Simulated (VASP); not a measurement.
A run of VASP 6.6.1 is set up as follows.

The input POSCAR:

```
CdSe
1.0
    4.1910374164      0.0000000000      0.0000000000
   -2.0955187082      3.6295448708      0.0000000000
    0.0000000000      0.0000000000      7.3659600000
Cd Se
2 2
Direct
    0.6666666667      0.3333333333      0.0000000000
    0.3333333333      0.6666666667      0.5000000000
    0.6666666667      0.3333333333      0.3750000000
    0.3333333333      0.6666666667      0.8750000000
```

The input INCAR.step1:

```
ALGO = Normal
EDIFF = 1E-4
ENCUT = 520
GGA = PE
ISMEAR = 0
LASPH = T
LCHARG = F
LREAL = F
LWAVE = T
NBANDS = 26
NELM = 100
PREC = Accurate
SIGMA = 0.05
```

INCAR.step2

```
ALGO = Normal
EDIFF = 1E-6
ENCUT = 520
ISIF = 2
ISMEAR = 0
ISTART = 1
LASPH = T
LCHARG = F
LMIXTAU = T
LREAL = F
LWAVE = F
METAGGA = R2SCAN
NBANDS = 26
NELM = 100
PREC = Accurate
SIGMA = 0.05
```

KPOINTS

```
k-points
0
Gamma
  6 6 4
```

Potentials or basis: VASP PAW PBE potentials, release 64 (Cd, Se).

The run is started by

```console
$ cat potpaw_PBE.64/Cd/POTCAR potpaw_PBE.64/Se/POTCAR > POTCAR
$ cp INCAR.step1 INCAR
$ mpirun -np 1 vasp_std > vasp.out
$ cp INCAR.step2 INCAR
$ mpirun -np 1 vasp_std > vasp.out
```

Predict the pressure.

2.4 GPa.

Predict the largest force.

0.470 eV/Å.

Predict the band gap on the k mesh.

1.03 eV, direct.

Forces on the atoms (eV/Å):
```
Cd   0.000  0.000  0.470
Cd   0.000  0.000  0.470
Se   0.000  0.000 -0.470
Se   0.000  0.000 -0.470
```

Caveat: the cell differs from its parent crystal (strain -0.025 along x and y, +0.050 along z); the PAW data sets were made with another functional, which shifts forces and pressure a little.
